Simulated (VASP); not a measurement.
Write the native input for VASP 6.6.1 that does the following.

- Task: single point
- Functional: PBE
- Potentials or basis: VASP PAW PBE potentials, release 64 (Hf_pv, N)
- Cutoff: 520 eV
- k mesh: 14 × 14 × 14
- Occupations: fermi-dirac, width 0.08 eV
- Spin: no spin polarisation
- Dipole correction: no
- Further INCAR settings: ALGO = Normal; EDIFF = 1e-07; NBANDS = 14

The structure of HfN (zincblende type) lies in POSCAR:

```
HfN
1.0
    0.0000000000      2.2331526655      2.2331526655
    2.2331526655      0.0000000000      2.2331526655
    2.2331526655      2.2331526655      0.0000000000
Hf N
1 1
Direct
    0.0000000000      0.0000000000      0.0000000000
    0.2500000000      0.2500000000      0.2500000000
```

This cell differs from its parent crystal: volume scaled by 0.75.

One way to write it, as run:

INCAR

```
SYSTEM = HfN
PREC = Accurate
ENCUT = 520
EDIFF = 1E-7
ISMEAR = -1
SIGMA = 0.08
LREAL = .FALSE.
LASPH = .TRUE.
NELM = 80
ALGO = Normal
ISIF = 2
LWAVE = .FALSE.
LCHARG = .FALSE.
GGA = PE
NBANDS = 14
```

KPOINTS

```
regular mesh
0
G
  14 14 14
  0 0 0
```

Potentials or basis: VASP PAW PBE potentials, release 64 (Hf_pv, N).

Launch:

```console
$ cat potpaw_PBE.64/Hf_pv/POTCAR potpaw_PBE.64/N/POTCAR > POTCAR
$ mpirun -np 1 vasp_std > vasp.out
```

It gave:

The pressure is 97.8 GPa.

Wall time 12 s on 1 thread of Intel Xeon 6975P-C (shared host), peak memory 0.16 GiB.
